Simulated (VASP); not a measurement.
# MgO (Cm) in VASP: further runs

The runs below take MgO through single point, with PBE.

All numbers are computed with VASP 6.6.1; they aren't measurements. Logs are shortened: lines on timing, memory, paths and dates and some standing lists are left out, and cuts for length are marked.

### 1 The cell of the first run

The structure is monoclinic, space group Cm (No. 8). Conventional cell: a = 5.875 Å, b = 5.360 Å, c = 5.088 Å, α = 90.00°, β = 90.00°, γ = 90.00°. Within 2.8 Å of Mg (site symmetry m) lie 6 O at 2.05 to 2.45 Å and 4 Mg at 2.63 to 2.70 Å. Within 3.0 Å of Mg (site symmetry m) lie 6 O at 2.16 Å and 8 Mg at 2.63 to 2.96 Å. Mg (site symmetry m) has 6 O at 2.16 Å and 7 Mg at 2.68 to 2.96 Å within 3.0 Å. Mg (site symmetry m) has 6 O at 2.16 Å and 7 Mg at 2.63 to 2.94 Å within 3.0 Å. Within 2.7 Å of O (site symmetry 1) lie 6 Mg at 2.05 to 2.16 Å and 2 O at 2.68 Å. O (site symmetry 1) has 6 Mg at 2.05 to 2.45 Å and 2 O at 2.68 Å within 2.7 Å.

### 2 Single point, PBE (atom 1 (Mg) moved -0.360 Å along Cartesian [0 1 0])

File INCAR:

```
SYSTEM = MgO
ALGO = Normal
EDIFF = 1E-6
ENCUT = 520
GGA = PE
ISIF = 2
ISMEAR = 0
LASPH = .TRUE.
LCHARG = .FALSE.
LREAL = .FALSE.
LWAVE = .FALSE.
NBANDS = 26
NELM = 100
PREC = Accurate
SIGMA = 0.05
```

File KPOINTS:

```
k-points
0
G
  6 6 6
  0 0 0
```

File POSCAR:

```
MgO
1.0
    1.4688622380      2.5441440255      2.6797873418
   -1.4688622380     -2.5441440255      2.6797873418
    4.4065867139     -2.5441440255      0.0000000000
Mg O
4 4
Direct
    0.4469369664      0.5530630336      0.0353753558
    0.2500000000      0.7500000000      0.5000000000
    0.7500000000      0.2500000000      0.5000000000
    0.0000000000      0.0000000000      0.0000000000
    0.7500000000      0.7500000000      0.3333333333
    0.5000000000      1.0000000000      0.8333333333
    0.0000000000      0.5000000000      0.8333333333
    0.2500000000      0.2500000000      0.3333333333
```

Potentials or basis: VASP PAW PBE potentials, release 64 (Mg, O).

Launch:

```
> cat potpaw_PBE.64/Mg/POTCAR potpaw_PBE.64/O/POTCAR > POTCAR
> mpirun -np 1 vasp_std > vasp.out
```

OUTCAR:

```text
SYSTEM = MgO
   EDIFF = 1E-6
   ENCUT = 520
   GGA = PE
   ISIF = 2
   ISMEAR = 0
   LASPH = .TRUE.
   LREAL = .FALSE.
   NELM = 100
   PREC = Accurate

 ion  position               nearest neighbor table
   1  0.447  0.553  0.035-   5 2.05   8 2.05   7 2.05   6 2.05   7 2.45   6 2.45   2 2.63   4 2.63
                             4 2.70   4 2.70   3 2.96   2 2.96   4 3.25   3 3.25
   2  0.250  0.750  0.500-   6 2.16   7 2.16   5 2.16   8 2.16   8 2.16   5 2.16   1 2.63   3 2.68
                             3 2.68   4 2.94   4 2.94   3 2.94   3 2.94   1 2.96
   3  0.750  0.250  0.500-   6 2.16   7 2.16   8 2.16   5 2.16   5 2.16   8 2.16   2 2.68   2 2.68
                             4 2.94   4 2.94   2 2.94   2 2.94   1 2.96   1 3.25
   4  0.000  0.000  0.000-   5 2.16   8 2.16   6 2.16   7 2.16   7 2.16   6 2.16   1 2.63   1 2.70
                             1 2.70   2 2.94   3 2.94   3 2.94   2 2.94   1 3.25
   5  0.750  0.750  0.333-   1 2.05   4 2.16   3 2.16   2 2.16   3 2.16   2 2.16
   6  0.500  0.000  0.833-   1 2.05   2 2.16   3 2.16   4 2.16   4 2.16   1 2.45
   7  0.000  0.500  0.833-   1 2.05   2 2.16   3 2.16   4 2.16   4 2.16   1 2.45
   8  0.250  0.250  0.333-   1 2.05   4 2.16   2 2.16   3 2.16   2 2.16   3 2.16

  LATTYP: Found a base centered orthorhombic cell.
 ALAT       =     5.3595746836
 B/A-ratio  =     1.0962528370
 C/A-ratio  =     0.9493828058

  Lattice vectors:

 A1 = (   1.4688622380,   2.5441440255,   2.6797873418)
 A2 = (  -1.4688622380,  -2.5441440255,   2.6797873418)
 A3 = (   4.4065867139,  -2.5441440255,   0.0000000000)

Analysis of symmetry for initial positions (statically):
=====================================================================
 Subroutine PRICEL returns:
 Original cell was already a primitive cell.

 Routine SETGRP: Setting up the symmetry group for a
 base centered orthorhombic supercell.

 Subroutine GETGRP returns: Found  2 space group operations
 (whereof  2 operations were pure point group operations)
 out of a pool of  8 trial point group operations.

The static configuration has the point symmetry C_1h.

Analysis of symmetry for dynamics (positions and initial velocities):
=====================================================================
 Subroutine PRICEL returns:
 Original cell was already a primitive cell.

 Routine SETGRP: Setting up the symmetry group for a
 base centered orthorhombic supercell.

 Subroutine GETGRP returns: Found  2 space group operations
 (whereof  2 operations were pure point group operations)
 out of a pool of  8 trial point group operations.

The dynamic configuration has the point symmetry C_1h.

 Subroutine INISYM returns: Found  2 space group operations
 (whereof  2 operations are pure point group operations),
 and found     1 'primitive' translations

----------------------------------------------------------------------------------------

                                     Primitive cell

  volume of cell :      80.1149

  direct lattice vectors                    reciprocal lattice vectors
     1.468862238  2.544144026  2.679787342     0.085099880  0.147397316  0.186581969
    -1.468862238 -2.544144026  2.679787342    -0.085099880 -0.147397316  0.186581969
     4.406586714 -2.544144026  0.000000000     0.170199760 -0.098264877  0.000000000

  length of vectors
     3.976365840  3.976365840  5.088288051     0.252548588  0.252548588  0.196529754

  position of ions in fractional coordinates (direct lattice)
     0.446936966  0.553063034  0.035375356
     0.250000000  0.750000000  0.500000000
     0.750000000  0.250000000  0.500000000
     0.000000000  0.000000000  0.000000000
     0.750000000  0.750000000  0.333333333
     0.500000000  0.000000000  0.833333333
     0.000000000  0.500000000  0.833333333
     0.250000000  0.250000000  0.333333333

  ion indices of the primitive-cell ions
   primitive index   ion index
                 1           1
                 2           2
                 3           3
                 4           4
                 5           5
                 6           6
                 7           7
                 8           8

----------------------------------------------------------------------------------------

 KPOINTS: k-points

Automatic generation of k-mesh.
 Grid dimensions read from file:
 generate k-points for:    6    6    6

 Generating k-lattice:

  Cartesian coordinates                     Fractional coordinates (reciprocal lattice)
     0.014183313  0.024566219  0.031096995     0.166666667  0.000000000  0.000000000
    -0.014183313 -0.024566219  0.031096995     0.000000000  0.166666667 -0.000000000
     0.028366627 -0.016377480  0.000000000     0.000000000  0.000000000  0.166666667

  Length of vectors
     0.042091431  0.042091431  0.032754959

  Shift w.r.t. Gamma in fractional coordinates (k-lattice)
     0.000000000  0.000000000  0.000000000

 Subroutine IBZKPT returns following result:
[... 39 lines left out ...]
   NFREE  =      0    steps in history (QN), initial steepest desc. (CG)
   ISIF   =      2    stress and relaxation
   ISYM   =      2    0-nonsym 1-usesym 2-fastsym
   POTIM  = 0.5000    time-step for ionic-motion
   TEBEG  =    0.0;   TEEND  =   0.0 temperature during run
   PSTRESS=    0.0 pullay stress
   NELECT =      32.0000    total number of electrons
   NUPDOWN=      -1.0000    fix difference up-down
   EMIN   =  10.00;   EMAX   =-10.00  energy-range for DOS
   EFERMI =   0.00;   METHOD = LEGACY
   ISMEAR =     0;   SIGMA  =   0.05  broadening in eV -4-tet -1-fermi 0-gaus
   EFERMI_NEDOS =   21; number of points for ismear=-14 and -15
   IALGO  =     38    algorithm
   IMIX   =      4    mixing-type and parameters
     AMIX     =   0.40;   BMIX     =  1.00
     AMIX_MAG =   1.60;   BMIX_MAG =  1.00
  volume/ion in A,a.u.               =      10.01        67.58
  Fermi-wavevector in a.u.,A,eV,Ry     =   1.205648  2.278344 19.777247  1.453587
  Thomas-Fermi vector in A             =   2.341338
   LORBIT       =      0    0 simple, 1 ext, 2 COOP (PROOUT), +10 PAW based schemes
   GGA     = PE    functional components
   LHFCALC =     F    Hartree Fock is set to
   AEXX    =    0.0000 exact exchange contribution
   IVDW    =     0    specifies the selected vdW correction
   LEPSILON=     F    determine dielectric tensor
   LRPA    =     F    only Hartree local field effects (RPA)
 non-spin polarized calculation
 Gauss-broadening in eV      SIGMA  =   0.05
  energy-cutoff  :      520.00
  volume of cell :       80.11
 maximum number of plane-waves:      2178
 NGX is ok and might be reduce to    30
   NGX = 15   NGY = 15   NGZ = 19

 number of electron      31.9999989 magnetization

 Free energy of the ion-electron system (eV)
  ---------------------------------------------------
  ext. energy  EPLUGINS =         0.00000000
  ---------------------------------------------------
  free energy    TOTEN  =       -44.45989521 eV

  energy without entropy =      -44.45989521  energy(sigma->0) =      -44.45989521

 E-fermi :   3.9342     XC(G=0): -10.7249

 val. band max:        3.6777661275   @ k =   0.5000   0.5000   0.0000
 cond. band min:       6.1982753470   @ k =   0.0000   0.0000   0.0000
 fundamental gap:      2.5205092196
 Fermi energy:         3.9342157943

 k-point     1 :       0.0000    0.0000    0.0000
  band No.  band energies     occupation
      1     -14.2476      2.00000
      2     -13.0185      2.00000
      3     -12.6906      2.00000
      4     -12.0499      2.00000
      5      -1.6160      2.00000
      6      -0.8141      2.00000
[... 18 lines left out ...]
     25      16.0501      0.00000
     26      16.2704      0.00000

 k-point     2 :       0.1667    0.0000    0.0000
  band No.  band energies     occupation
      1     -14.1443      2.00000
      2     -12.9548      2.00000
      3     -12.7914      2.00000
      4     -12.1170      2.00000
      5      -1.4547      2.00000
      6      -0.7470      2.00000
[... 18 lines left out ...]
     25      16.0135      0.00000
[... 608 lines left out ...]
     25      16.5879      0.00000
     26      16.9676      0.00000

 k-point    24 :       0.5000   -0.1667    0.1667
  band No.  band energies     occupation
      1     -13.4793      2.00000
      2     -13.3373      2.00000
      3     -12.6947      2.00000
      4     -12.4408      2.00000
      5      -0.9657      2.00000
      6      -0.6476      2.00000
[... 18 lines left out ...]
     25      16.4233      0.00000
     26      17.0525      0.00000

 [... further k-points ...]

------------------------ aborting loop because EDIFF is reached ----------------------------------------

  FORCE on cell =-STRESS in cart. coord.  units (eV):
  Direction    XX          YY          ZZ          XY          YZ          ZX
  --------------------------------------------------------------------------------------
  -------------------------------------------------------------------------------------
  Total        0.5780453      1.3906942      0.0205996      0.0704539      0.0000000      0.0000000
  in kB       11.5600402     27.8118035      0.4119618      1.4089723      0.0000000      0.0000000
  external PRESSURE =      13.2612685 kB  Pullay stress =       0.0000000 kB

 VOLUME and BASIS-vectors are now :
 -----------------------------------------------------------------------------
  energy-cutoff  :      520.00
  volume of cell :       80.11
      direct lattice vectors                 reciprocal lattice vectors
     1.468862238  2.544144026  2.679787342     0.085099880  0.147397316  0.186581969
    -1.468862238 -2.544144026  2.679787342    -0.085099880 -0.147397316  0.186581969
     4.406586714 -2.544144026  0.000000000     0.170199760 -0.098264877  0.000000000

 POSITION                                       TOTAL-FORCE (eV/Angst)
 -----------------------------------------------------------------------------------
      0.00000     -0.36000      2.67979        -0.366400      2.484593      0.000000
      1.46886     -2.54414      2.67979         0.979043     -0.761371      0.000000
      2.93772      0.00000      2.67979         0.408365     -0.477634      0.000000
      0.00000      0.00000      0.00000        -1.043082     -0.563353      0.000000
      1.46886     -0.84805      4.01968         0.049944     -0.174354      0.149908
      4.40659     -0.84805      1.33989        -0.038907     -0.166764     -0.131751
      2.93772     -3.39219      1.33989        -0.038907     -0.166764      0.131751
      1.46886     -0.84805      1.33989         0.049944     -0.174354     -0.149908
 -----------------------------------------------------------------------------------
    total drift:                               -0.000194     -0.000141     -0.000000

  FREE ENERGIE OF THE ION-ELECTRON SYSTEM (eV)
  ---------------------------------------------------
  free  energy   TOTEN  =       -44.4598952051 eV

  energy  without entropy=      -44.4598952051  energy(sigma->0) =      -44.45989521
```

It took 3.5 min on 1 thread of Intel Xeon 8259CL, shared host; peak memory 0.25 GiB.

Results:

| Property | Result |
| --- | --- |
| Free energy | -44.4599 eV |
| Pressure | 1.3 GPa |
| Largest force | 2.511 eV/Å |
| Band gap on the k mesh | 2.52 eV (least direct gap 2.75 eV) |

Forces in eV/Å, atoms in the order of the input:
```
Mg  -0.366  2.485  0.000
Mg   0.979 -0.761  0.000
Mg   0.408 -0.478  0.000
Mg  -1.043 -0.563  0.000
O    0.050 -0.174  0.150
O   -0.039 -0.167 -0.132
O   -0.039 -0.167  0.132
O    0.050 -0.174 -0.150
```

Caveat: the cell differs from its parent crystal (atom 1 (Mg) moved -0.360 Å along Cartesian [0 1 0]); forces of over 1 eV/Å act on the atoms, so gaps and moduli don't describe the material at rest. A k mesh can miss the band edges.

### 3 Single point, PBE (atom 1 (Mg) moved +0.240 Å along Cartesian [0 1 0])

File INCAR:

```
PREC = Accurate
ENCUT = 520
EDIFF = 1E-7
ISMEAR = 0
SIGMA = 0.05
LREAL = F
LASPH = T
NELM = 80
ALGO = Normal
ISIF = 2
LWAVE = F
LCHARG = F
GGA = PE
NBANDS = 26
```

File KPOINTS:

```
regular mesh
0
Gamma
  6 6 6
```

POSCAR: that of step 2 with these lines changed.

```diff
@@ -8,3 +8,3 @@
 Direct
-    0.4469369664      0.5530630336      0.0353753558
+    0.5353753558      0.4646246442     -0.0235835705
     0.2500000000      0.7500000000      0.5000000000
```

Potentials or basis: VASP PAW PBE potentials, release 64 (Mg, O).

Launch:

```
> cat potpaw_PBE.64/Mg/POTCAR potpaw_PBE.64/O/POTCAR > POTCAR
> mpirun -np 1 vasp_std > vasp.out
```

It took 3.4 min on 1 thread of Intel Xeon 8259CL, shared host; peak memory 0.25 GiB.

It converged, with:

| Property | Result |
| --- | --- |
| Free energy | -44.6623 eV |
| Pressure | 0.7 GPa |
| Largest force | 2.333 eV/Å |
| Band gap on the k mesh | 2.77 eV (least direct gap 2.90 eV) |

Forces on the atoms (eV/Å):
```
Mg   0.177 -2.326  0.000
Mg  -0.390  0.315  0.000
Mg  -0.409  0.436  0.000
Mg   0.611  0.350  0.000
O    0.071  0.081  0.010
O   -0.065  0.532 -0.205
O   -0.065  0.532  0.205
O    0.071  0.081 -0.010
```

Stress tensor (GPa, compression positive):
```
0.11 0.05 0.00
0.05 1.67 0.00
0.00 0.00 0.40
```

Levels at points of the mesh, in eV from the valence-band top:
```tsv
k point	band 13	band 14	band 15	band 16	band 17	band 18	band 19	band 20
(0.00, 0.00, 0.00)	-0.80	-0.74	-0.74	-0.13	2.77	5.99	6.18	6.73
(0.50, 0.00, 0.00)	-2.02	-1.93	-0.94	-0.92	6.17	6.38	7.13	7.58
(0.50, 0.50, 0.00)	-0.55	-0.28	-0.23	0.00	5.54	7.28	7.57	8.07
(0.00, 0.00, 0.50)	-0.97	-0.91	-0.68	-0.19	5.06	5.19	5.45	5.96
(0.50, 0.00, 0.50)	-1.44	-1.42	-1.37	-1.35	6.60	6.72	6.80	7.26
(0.50, 0.50, 0.50)	-0.92	-0.52	-0.48	-0.01	6.20	6.45	7.05	7.37
```

Caveat: the cell differs from its parent crystal (atom 1 (Mg) moved +0.240 Å along Cartesian [0 1 0]); forces of over 1 eV/Å act on the atoms, so gaps and moduli don't describe the material at rest. A k mesh can miss the band edges.

### 4 Single point, PBE (atom 1 (Mg) moved +0.600 Å along Cartesian [0 1 0])

File INCAR:

```
  ALGO = Normal
  EDIFF = 1E-6
  ENCUT = 520
  GGA = PE
  ISIF = 2
  ISMEAR = 0
  LASPH = True
  LCHARG = False
  LREAL = False
  LWAVE = False
  NBANDS = 26
  NELM = 60
  PREC = Accurate
  SIGMA = 0.05
```

File KPOINTS:

```
k-points
0
Gamma
  6 6 6
```

POSCAR: that of step 3 with these lines changed.

```diff
@@ -8,3 +8,3 @@
 Direct
-    0.5353753558      0.4646246442     -0.0235835705
+    0.5884383894      0.4115616106     -0.0589589263
     0.2500000000      0.7500000000      0.5000000000
```

Launch:

```
> cat potpaw_PBE.64/Mg/POTCAR potpaw_PBE.64/O/POTCAR > POTCAR
> mpirun -np 1 vasp_std > vasp.out
```

It took 4 min on 1 thread of Intel Xeon 8259CL, shared host; peak memory 0.25 GiB.

It converged, with:

- Free energy: -42.7995 eV
- Pressure: 10.1 GPa
- Largest force: 8.839 eV/Å
- Band gap on the k mesh: 2.31 eV (least direct gap 2.48 eV)

Forces on the atoms (eV/Å):
```
Mg   0.327 -8.833  0.000
Mg  -0.701  0.639  0.000
Mg  -1.415  1.420  0.000
Mg   1.712  1.158  0.000
O    0.303  0.051  0.162
O   -0.265  2.756 -2.327
O   -0.265  2.756  2.327
O    0.303  0.051 -0.162
```

Stress tensor (GPa, compression positive):
```
 3.83  0.15  0.00
 0.15 14.43  0.00
 0.00  0.00 12.09
```

Levels at points of the mesh, in eV from the valence-band top:
```tsv
k point	band 13	band 14	band 15	band 16	band 17	band 18	band 19	band 20
(0.00, 0.00, 0.00)	-1.47	-1.11	-0.90	-0.17	2.31	5.45	5.77	6.88
(0.50, 0.00, 0.00)	-2.14	-1.98	-1.22	-1.18	5.46	5.99	6.62	7.60
(0.50, 0.50, 0.00)	-1.39	-0.54	-0.44	0.00	5.10	6.61	7.27	7.71
(0.00, 0.00, 0.50)	-1.39	-1.05	-1.04	-0.19	4.58	4.73	4.93	6.06
(0.50, 0.00, 0.50)	-1.72	-1.68	-1.59	-1.55	5.87	6.21	6.35	7.33
(0.50, 0.50, 0.50)	-1.49	-1.34	-0.57	-0.02	5.57	5.99	6.52	7.28
```

Caveat: the cell differs from its parent crystal (atom 1 (Mg) moved +0.600 Å along Cartesian [0 1 0]); the cell stands under pressure; forces of over 1 eV/Å act on the atoms, so gaps and moduli don't describe the material at rest.

### 5 Single point, PBE (atom 1 (Mg) moved -0.480 Å along Cartesian [0 1 0])

File INCAR:

```
SYSTEM = MgO
ALGO = Normal
EDIFF = 1E-7
ENCUT = 520
GGA = PE
ISIF = 2
ISMEAR = 0
LASPH = .True.
LCHARG = .False.
LREAL = .False.
LWAVE = .False.
NBANDS = 26
NELM = 100
PREC = Accurate
SIGMA = 0.05
```

File KPOINTS:

```
k-points
0
Gamma
  6 6 6
  0 0 0
```

POSCAR: that of step 4 with these lines changed.

```diff
@@ -8,3 +8,3 @@
 Direct
-    0.5884383894      0.4115616106     -0.0589589263
+    0.4292492885      0.5707507115      0.0471671410
     0.2500000000      0.7500000000      0.5000000000
```

Launch:

```
> cat potpaw_PBE.64/Mg/POTCAR potpaw_PBE.64/O/POTCAR > POTCAR
> mpirun -np 1 vasp_std > vasp.out
```

Run time: 3.9 min. Hardware: 1 thread of Intel Xeon 8259CL, shared host; peak memory 0.25 GiB.

It converged, with:

| Item | Value |
| --- | --- |
| Free energy | -44.1147 eV |
| Pressure | 2.5 GPa |
| Largest force | 3.310 eV/Å |
| Band gap on the k mesh | 2.29 eV (least direct gap 2.57 eV) |

Forces in eV/Å, atoms in the order of the input:
```
Mg  -0.510  3.271  0.000
Mg   1.441 -1.123  0.000
Mg   0.514 -0.611  0.000
Mg  -1.483 -0.823  0.000
O    0.094 -0.210  0.233
O   -0.075 -0.147 -0.197
O   -0.075 -0.147  0.197
O    0.094 -0.210 -0.233
```

Stress tensor (GPa, compression positive):
```
2.54 0.26 0.00
0.26 4.81 0.00
0.00 0.00 0.23
```

Levels at points of the mesh, in eV from the valence-band top:
```csv
k point,band 13,band 14,band 15,band 16,band 17,band 18,band 19,band 20
"(0.00, 0.00, 0.00)",-1.29,-1.16,-0.80,-0.28,2.29,4.98,6.11,6.48
"(0.50, 0.00, 0.00)",-2.17,-1.91,-1.32,-1.28,5.35,6.18,6.84,7.56
"(0.50, 0.50, 0.00)",-1.08,-0.75,-0.39,0.00,5.26,6.85,7.43,7.69
"(0.00, 0.00, 0.50)",-1.28,-1.21,-0.95,-0.30,3.87,5.04,5.24,5.74
"(0.50, 0.00, 0.50)",-1.83,-1.76,-1.51,-1.47,5.50,6.61,6.76,7.10
"(0.50, 0.50, 0.50)",-1.50,-1.05,-0.50,-0.06,5.50,6.36,6.91,7.30
```

Caveat: the cell differs from its parent crystal (atom 1 (Mg) moved -0.480 Å along Cartesian [0 1 0]); forces of over 1 eV/Å act on the atoms, so gaps and moduli don't describe the material at rest. A k mesh can miss the band edges.

### 6 Overview

```csv
cell,gap on the mesh (eV),pressure (GPa),largest force (eV/Å)
"as given, atomic positions A",2.52,1.3,2.51
"as given, atomic positions B",2.77,0.7,2.33
"as given, atomic positions C",2.31,10.1,8.84
"as given, atomic positions D",2.29,2.5,3.31
```

Alike in all rows: task single point; level PBE; potentials or basis VASP PAW PBE potentials, release 64 (Mg, O); no spin polarisation; k mesh 6 × 6 × 6; cutoff (eV) 520; smearing gaussian 0.05 eV.

Caveats: forces of over 1 eV/Å act on the atoms, so gaps and moduli don't describe the material at rest; the cell stands under pressure (at least some runs).

Absolute energies hang on the potentials; compare differences alone.
